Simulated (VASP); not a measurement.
# Pb (P6_3/mmc) in VASP: notebook

Pb is run at these levels: PBEsol; tasks: electric field gradients.

Everything below comes from runs of VASP 6.6.1. Logs are shortened: lines on timing, memory, paths and dates and some standing lists are left out, and cuts for length are marked.

## (1) The cell of the first run

Symmetry: P6_3/mmc, No. 194, hexagonal system. The conventional cell has a = 3.433 Å, b = 3.433 Å, c = 5.514 Å, α = 90.00°, β = 90.00°, γ = 120.00°. Pb (site symmetry -6m2) has 12 Pb at 3.40 to 3.43 Å within 4.5 Å.

This isn't the form of Pb at room conditions, which is fcc.

## (2) Electric field gradients, PBEsol (28.14 Å³/atom)

The input, INCAR:

```
SYSTEM = Pb
PREC     = Accurate       ! precision mode
ENCUT    = 520            ! plane-wave cutoff, eV
EDIFF    = 1E-8           ! SCF threshold, eV
ISMEAR   = -1             ! smearing method
SIGMA    = 0.08           ! smearing width, eV
LREAL    = .False.        ! projectors in reciprocal space
LASPH    = .True.         ! aspherical terms in the spheres
NELM     = 80             ! most SCF steps
ALGO     = Normal         ! electronic algorithm
ISIF     = 2              ! what is computed and relaxed
LWAVE    = .False.        ! write WAVECAR
LCHARG   = .False.        ! write CHGCAR
GGA      = PS             ! functional
LEFG     = .True.       
NBANDS   = 21             ! bands
```

The input, KPOINTS:

```
Automatic mesh
0
Gamma
  14 14 8
  0 0 0
```

The input, POSCAR:

```
Pb
1.0
    3.4329678887      0.0000000000      0.0000000000
   -1.7164839444      2.9730374020      0.0000000000
    0.0000000000      0.0000000000      5.5144501982
Pb
2
Direct
    0.3333333333      0.6666666667      0.2500000000
    0.6666666667      0.3333333333      0.7500000000
```

Potentials or basis: VASP PAW PBE potentials, release 64 (Pb_d).

The run is started by

```bash
$ cat potpaw_PBE.64/Pb_d/POTCAR > POTCAR
$ mpirun -np 1 vasp_std > vasp.out
```

OUTCAR:

```text
SYSTEM = Pb
   PREC = Accurate
   ENCUT = 520
   EDIFF = 1E-8
   ISMEAR = -1
   LREAL = .False.
   LASPH = .True.
   NELM = 80
   ISIF = 2
   GGA = PS

 ion  position               nearest neighbor table
   1  0.333  0.667  0.250-   2 3.40   2 3.40   2 3.40   2 3.40   2 3.40   2 3.40
   2  0.667  0.333  0.750-   1 3.40   1 3.40   1 3.40   1 3.40   1 3.40   1 3.40

  LATTYP: Found a hexagonal cell.
 ALAT       =     3.4329678887
 C/A-ratio  =     1.6063215203

  Lattice vectors:

 A1 = (   3.4329678887,   0.0000000000,   0.0000000000)
 A2 = (  -1.7164839444,   2.9730374020,   0.0000000000)
 A3 = (   0.0000000000,   0.0000000000,   5.5144501982)

Analysis of symmetry for initial positions (statically):
=====================================================================
 Subroutine PRICEL returns:
 Original cell was already a primitive cell.

 Routine SETGRP: Setting up the symmetry group for a
 hexagonal supercell.

 Subroutine GETGRP returns: Found 24 space group operations
 (whereof 12 operations were pure point group operations)
 out of a pool of 24 trial point group operations.

The static configuration has the point symmetry D_3d.
 The point group associated with its full space group is D_6h.

Analysis of symmetry for dynamics (positions and initial velocities):
=====================================================================
 Subroutine PRICEL returns:
 Original cell was already a primitive cell.

 Routine SETGRP: Setting up the symmetry group for a
 hexagonal supercell.

 Subroutine GETGRP returns: Found 24 space group operations
 (whereof 12 operations were pure point group operations)
 out of a pool of 24 trial point group operations.

The dynamic configuration has the point symmetry D_3d.
 The point group associated with its full space group is D_6h.

 Subroutine INISYM returns: Found 24 space group operations
 (whereof 12 operations are pure point group operations),
 and found     1 'primitive' translations

----------------------------------------------------------------------------------------

                                     Primitive cell

  volume of cell :      56.2824

  direct lattice vectors                    reciprocal lattice vectors
     3.432967889  0.000000000  0.000000000     0.291293141  0.168178173  0.000000000
    -1.716483944  2.973037402  0.000000000     0.000000000  0.336356347  0.000000000
     0.000000000  0.000000000  5.514450198     0.000000000  0.000000000  0.181341741

  length of vectors
     3.432967889  3.432967889  5.514450198     0.336356347  0.336356347  0.181341741

  position of ions in fractional coordinates (direct lattice)
     0.333333333  0.666666667  0.250000000
     0.666666667  0.333333333  0.750000000

  ion indices of the primitive-cell ions
   primitive index   ion index
                 1           1
                 2           2

----------------------------------------------------------------------------------------

 KPOINTS: Automatic mesh

Automatic generation of k-mesh.
 Grid dimensions read from file:
 generate k-points for:   14   14    8

 Generating k-lattice:

  Cartesian coordinates                     Fractional coordinates (reciprocal lattice)
     0.020806653  0.012012727  0.000000000     0.071428571  0.000000000  0.000000000
     0.000000000  0.024025453  0.000000000     0.000000000  0.071428571  0.000000000
     0.000000000  0.000000000  0.022667718     0.000000000  0.000000000  0.125000000

  Length of vectors
     0.024025453  0.024025453  0.022667718

  Shift w.r.t. Gamma in fractional coordinates (k-lattice)
     0.000000000  0.000000000  0.000000000

 Subroutine IBZKPT returns following result:
 ===========================================

 Found    120 irreducible k-points:

 Following reciprocal coordinates:
            Coordinates               Weight
  0.000000  0.000000  0.000000      1.000000
  0.071429  0.000000  0.000000      6.000000
  0.142857 -0.000000  0.000000      6.000000
  0.214286  0.000000  0.000000      6.000000
  0.285714  0.000000  0.000000      6.000000
  0.357143  0.000000  0.000000      6.000000
[... 16 lines left out ...]
  0.285714  0.285714  0.000000      6.000000
  0.357143  0.285714  0.000000      6.000000
 [... further k-points ...]
   k-points           NKPTS =    120   k-points in BZ     NKDIM =    120   number of bands    NBANDS=     21
   number of dos      NEDOS =    301   number of ions     NIONS =      2
   total plane-waves  NPLWV =  32928
   dimension x,y,z NGX =    28 NGY =   28 NGZ =   42
   dimension x,y,z NGXF=    56 NGYF=   56 NGZF=   84
   ions per type =               2
   NGX,Y,Z   is equivalent  to a cutoff of  13.56, 13.56, 12.66 a.u.
   NGXF,Y,Z  is equivalent  to a cutoff of  27.12, 27.12, 25.32 a.u.
 SYSTEM =  Pb
   PREC   = accura    normal or accurate (medium, high low for compatibility)
   ISTART =      0    job   : 0-new  1-cont  2-samecut
   ICHARG =      2    charge: 1-file 2-atom 10-const
   ISPIN  =      1    spin polarized calculation?
   LNONCOLLINEAR =      F non collinear calculations
   LSORBIT =      F    spin-orbit coupling
   LASPH  =      T    aspherical Exc in radial PAW
   ENCUT  =  520.0 eV  38.22 Ry    6.18 a.u.   6.38  6.38 10.25*2*pi/ulx,y,z
   NELM   =     80;   NELMIN=  2; NELMDL= -5     # of ELM steps
   EDIFF  = 0.1E-07   stopping-criterion for ELM
   LREAL  =      F    real-space projection
   EDIFFG = 0.1E-06   stopping-criterion for IOM
   NSW    =      0    number of steps for IOM
   IBRION =     -1    ionic relax: 0-MD 1-quasi-New 2-CG
   NFREE  =      0    steps in history (QN), initial steepest desc. (CG)
   ISIF   =      2    stress and relaxation
   ISYM   =      2    0-nonsym 1-usesym 2-fastsym
   POTIM  = 0.5000    time-step for ionic-motion
   TEBEG  =    0.0;   TEEND  =   0.0 temperature during run
   PSTRESS=    0.0 pullay stress
   NELECT =      28.0000    total number of electrons
   NUPDOWN=      -1.0000    fix difference up-down
   EMIN   =  10.00;   EMAX   =-10.00  energy-range for DOS
   EFERMI =   0.00;   METHOD = LEGACY
   ISMEAR =    -1;   SIGMA  =   0.08  broadening in eV -4-tet -1-fermi 0-gaus
   EFERMI_NEDOS =   21; number of points for ismear=-14 and -15
   IALGO  =     38    algorithm
   IMIX   =      4    mixing-type and parameters
     AMIX     =   0.40;   BMIX     =  1.00
     AMIX_MAG =   1.60;   BMIX_MAG =  1.00
  volume/ion in A,a.u.               =      28.14       189.91
  Fermi-wavevector in a.u.,A,eV,Ry     =   1.297189  2.451333 22.894529  1.682700
  Thomas-Fermi vector in A             =   2.428598
   LORBIT       =      0    0 simple, 1 ext, 2 COOP (PROOUT), +10 PAW based schemes
   GGA     = PS    functional components
   LHFCALC =     F    Hartree Fock is set to
   AEXX    =    0.0000 exact exchange contribution
   IVDW    =     0    specifies the selected vdW correction
   LEPSILON=     F    determine dielectric tensor
   LRPA    =     F    only Hartree local field effects (RPA)
 non-spin polarized calculation
  energy-cutoff  :      520.00
  volume of cell :       56.28
 maximum number of plane-waves:      1542
 NGX is ok and might be reduce to    28
   NGX = 13   NGY = 13   NGZ = 21

 number of electron      28.0000001 magnetization

 Free energy of the ion-electron system (eV)
  ---------------------------------------------------
  ext. energy  EPLUGINS =         0.00000000
  ---------------------------------------------------
  free energy    TOTEN  =        -7.94558403 eV

  energy without entropy =       -7.92217571  energy(sigma->0) =       -7.93387987

 E-fermi :   7.9240     XC(G=0): -10.7070

 val. band max:        7.9112090858   @ k =   0.2857   0.0000   0.2500
 cond. band min:       7.9504056445   @ k =   0.4286   0.1429   0.2500
 fundamental gap:      0.0391965587
 Fermi energy:         7.9240474268

 k-point     1 :       0.0000    0.0000    0.0000
  band No.  band energies     occupation
      1      -9.1433      2.00000
      2      -9.0784      2.00000
      3      -9.0648      2.00000
      4      -9.0648      2.00000
      5      -9.0356      2.00000
      6      -9.0356      2.00000
[... 13 lines left out ...]
     20      17.0560      0.00000
     21      19.5813      0.00000

 k-point     2 :       0.0714    0.0000    0.0000
  band No.  band energies     occupation
      1      -9.1378      2.00000
      2      -9.0905      2.00000
      3      -9.0503      2.00000
      4      -9.0471      2.00000
      5      -9.0331      2.00000
      6      -9.0217      2.00000
[... 13 lines left out ...]
     20      17.6244      0.00000
     21      19.1255      0.00000
[... 487 lines left out ...]
      5      -8.9650      2.00000
      6      -8.9063      2.00000
[... 13 lines left out ...]
     20      20.6400      0.00000
     21      20.7674      0.00000

 k-point    24 :       0.3571    0.2857    0.0000
  band No.  band energies     occupation
      1      -9.2107      2.00000
      2      -9.0699      2.00000
      3      -9.0217      2.00000
      4      -9.0171      2.00000
      5      -8.9828      2.00000
      6      -8.9432      2.00000
[... 13 lines left out ...]
     20      20.6357      0.00000
     21      22.6397      0.00000

 [... further k-points ...]
[... 5 lines left out ...]
  --------------------------------------------------------------------------------------
  -------------------------------------------------------------------------------------
  Total        0.8732967      0.8732967      1.6627729     -0.0000000      0.0000000      0.0000000
  in kB       24.8599392     24.8599392     47.3337795     -0.0000000      0.0000000      0.0000000
  external PRESSURE =      32.3512193 kB  Pullay stress =       0.0000000 kB

 VOLUME and BASIS-vectors are now :
 -----------------------------------------------------------------------------
  energy-cutoff  :      520.00
  volume of cell :       56.28
      direct lattice vectors                 reciprocal lattice vectors
     3.432967889  0.000000000  0.000000000     0.291293141  0.168178173  0.000000000
    -1.716483944  2.973037402  0.000000000     0.000000000  0.336356347  0.000000000
     0.000000000  0.000000000  5.514450198     0.000000000  0.000000000  0.181341741

 POSITION                                       TOTAL-FORCE (eV/Angst)
 -----------------------------------------------------------------------------------
     -0.00000      1.98202      1.37861        -0.000000      0.000000      0.000000
      1.71648      0.99101      4.13584         0.000000     -0.000000      0.000000
 -----------------------------------------------------------------------------------
    total drift:                                0.000000     -0.000000      0.000000

  FREE ENERGIE OF THE ION-ELECTRON SYSTEM (eV)
  ---------------------------------------------------
  free  energy   TOTEN  =        -7.9455840345 eV

  energy  without entropy=       -7.9221757083  energy(sigma->0) =       -7.93387987

 Electric field gradients (V/A^2)
---------------------------------------------------------------------
 ion       V_xx      V_yy      V_zz      V_xy      V_xz      V_yz
---------------------------------------------------------------------
   1      28.353    28.352   -56.705    -0.001     0.000    -0.000
   2      28.353    28.352   -56.705    -0.001    -0.000     0.000
---------------------------------------------------------------------

 Electric field gradients after diagonalization (V/A^2)
 (convention: |V_zz| > |V_xx| > |V_yy|)
----------------------------------------------------------------------
 ion       V_xx      V_yy      V_zz     asymmetry (V_yy - V_xx)/ V_zz
----------------------------------------------------------------------
   1      28.353    28.352   -56.705       0.000
   2      28.353    28.352   -56.705       0.000
----------------------------------------------------------------------

           NMR quadrupolar parameters

 Cq : quadrupolar parameter    Cq=e*Q*V_zz/h
 eta: asymmetry parameters     (V_yy - V_xx)/ V_zz
 Q  : nuclear electric quadrupole moment in mb (millibarn)
----------------------------------------------------------------------
 ion       Cq(MHz)       eta       Q (mb)
----------------------------------------------------------------------
   1      -0.137       0.000       1.000
   2      -0.137       0.000       1.000
----------------------------------------------------------------------
```

Run time: 99 s. Hardware: 1 thread of Intel Xeon Platinum 8488C (Sapphire Rapids), shared host; peak memory 0.24 GiB.

What came out:

| Quantity | Value |
| --- | --- |
| Free energy | -7.9456 eV |
| Pressure | 3.2 GPa |
| Band gap on the k mesh | zero (bands 14 and 15 overlap by 7.77 eV) |
| Largest electric field gradient by atom | Pb -56.7 V/Å² |

Levels at points of the mesh, in eV from the Fermi level:
| k point | band 12 | band 13 | band 14 | band 15 | band 16 | band 17 |
| --- | --- | --- | --- | --- | --- | --- |
| (0.00, 0.00, 0.00) | -8.02 | -4.51 | 5.83 | 5.83 | 7.83 | 7.83 |
| (0.50, 0.00, 0.00) | -7.19 | -2.94 | -1.46 | -0.57 | 1.83 | 2.02 |
| (0.00, 0.00, 0.50) | -10.92 | 1.12 | 1.12 | 6.78 | 6.78 | 6.78 |
| (0.50, 0.00, 0.50) | -7.55 | -4.00 | -4.00 | 3.56 | 3.56 | 3.95 |

Electric field gradients, principal values (V/Å²):
| atom | least | middle | greatest (by size) |
| --- | --- | --- | --- |
| 1 Pb | 28.352 | 28.353 | -56.705 |
| 2 Pb | 28.352 | 28.353 | -56.705 |

Caveat: the cell stands under pressure; without QUAD_EFG the Cq values of the log hold for a quadrupole moment of 1 mb, not for the nuclei; the PAW data sets were made with another functional, which shifts forces and pressure a little; spin-orbit coupling is left out, which moves the levels of the heavy elements.

## (3) Electric field gradients, PBEsol (28.14 Å³/atom)

The input, INCAR:

```
ALGO = Normal
EDIFF = 1E-8
ENCUT = 520
GGA = PS
ISIF = 2
ISMEAR = -1
LASPH = T
LCHARG = F
LEFG = T
LREAL = F
LWAVE = F
NBANDS = 21
NELM = 80
PREC = Accurate
SIGMA = 0.08
```

The input, KPOINTS:

```
k-points
0
Gamma
  14 14 8
```

POSCAR is that of step 2.

Potentials or basis: VASP PAW PBE potentials, release 64 (Pb_d).

The run is started by

```bash
$ cat potpaw_PBE.64/Pb_d/POTCAR > POTCAR
$ mpirun -np 1 vasp_std > vasp.out
```

OUTCAR:

```text
EDIFF = 1E-8
   ENCUT = 520
   GGA = PS
   ISIF = 2
   ISMEAR = -1
   LASPH = T
   LREAL = F
   NELM = 80
   PREC = Accurate

 ion  position               nearest neighbor table
   1  0.333  0.667  0.250-   2 3.40   2 3.40   2 3.40   2 3.40   2 3.40   2 3.40
   2  0.667  0.333  0.750-   1 3.40   1 3.40   1 3.40   1 3.40   1 3.40   1 3.40

  LATTYP: Found a hexagonal cell.
 ALAT       =     3.4329678887
 C/A-ratio  =     1.6063215203

  Lattice vectors:

[... 790 lines left out ...]

  FREE ENERGIE OF THE ION-ELECTRON SYSTEM (eV)
  ---------------------------------------------------
  free  energy   TOTEN  =        -7.9455840345 eV

  energy  without entropy=       -7.9221757083  energy(sigma->0) =       -7.93387987

 Electric field gradients (V/A^2)
---------------------------------------------------------------------
 ion       V_xx      V_yy      V_zz      V_xy      V_xz      V_yz
---------------------------------------------------------------------
   1      28.353    28.352   -56.705    -0.001     0.000    -0.000
   2      28.353    28.352   -56.705    -0.001    -0.000     0.000
---------------------------------------------------------------------

 Electric field gradients after diagonalization (V/A^2)
 (convention: |V_zz| > |V_xx| > |V_yy|)
----------------------------------------------------------------------
 ion       V_xx      V_yy      V_zz     asymmetry (V_yy - V_xx)/ V_zz
----------------------------------------------------------------------
   1      28.353    28.352   -56.705       0.000
   2      28.353    28.352   -56.705       0.000
----------------------------------------------------------------------

           NMR quadrupolar parameters

 Cq : quadrupolar parameter    Cq=e*Q*V_zz/h
 eta: asymmetry parameters     (V_yy - V_xx)/ V_zz
 Q  : nuclear electric quadrupole moment in mb (millibarn)
----------------------------------------------------------------------
 ion       Cq(MHz)       eta       Q (mb)
----------------------------------------------------------------------
   1      -0.137       0.000       1.000
   2      -0.137       0.000       1.000
----------------------------------------------------------------------
```

stdout:

```text
POSCAR found type information on POSCAR Pb
 POSCAR found :  1 types and       2 ions
 scaLAPACK will be used
 -----------------------------------------------------------------------------
|                                                                             |
|                                                                             |
|     You enforced a specific xc type in the INCAR file but a different       |
|     I HOPE YOU KNOW WHAT YOU ARE DOING!                                     |
|                                                                             |
 -----------------------------------------------------------------------------

 LDA part: xc-table for (Slater+PW92), standard interpolation
 POSCAR, INCAR and KPOINTS ok, starting setup
 FFT: planning ... GRIDC
 FFT: planning ... GRID_SOFT
 FFT: planning ... GRID
 WAVECAR not read
 entering main loop
ion   1

ion   2
```

Run time: 98 s. Hardware: 1 thread of Intel Xeon Platinum 8488C (Sapphire Rapids), shared host; peak memory 0.25 GiB.

What came out:

```yaml
Free_energy: -7.9456 eV
Pressure: 3.2 GPa
Band_gap_on_the_k_mesh: zero (bands 14 and 15 overlap by 7.77 eV)
Largest_electric_field_gradient_by_atom: Pb -56.7 V/Å²
```

Levels at points of the mesh, in eV from the Fermi level:
```tsv
k point	band 11	band 12	band 13	band 14	band 15	band 16	band 17	band 18
(0.00, 0.00, 0.00)	-12.26	-8.02	-4.51	5.83	5.83	7.83	7.83	8.54
(0.50, 0.00, 0.00)	-8.48	-7.19	-2.94	-1.46	-0.57	1.83	2.02	6.04
(0.00, 0.00, 0.50)	-10.92	-10.92	1.12	1.12	6.78	6.78	6.78	6.78
(0.50, 0.00, 0.50)	-7.55	-7.55	-4.00	-4.00	3.56	3.56	3.95	3.95
```

Electric field gradients, principal values (V/Å²):
| atom | least | middle | greatest (by size) |
| --- | --- | --- | --- |
| 1 Pb | 28.352 | 28.353 | -56.705 |
| 2 Pb | 28.352 | 28.353 | -56.705 |

Caveat: the cell stands under pressure; without QUAD_EFG the Cq values of the log hold for a quadrupole moment of 1 mb, not for the nuclei; the PAW data sets were made with another functional, which shifts forces and pressure a little; spin-orbit coupling is left out, which moves the levels of the heavy elements.
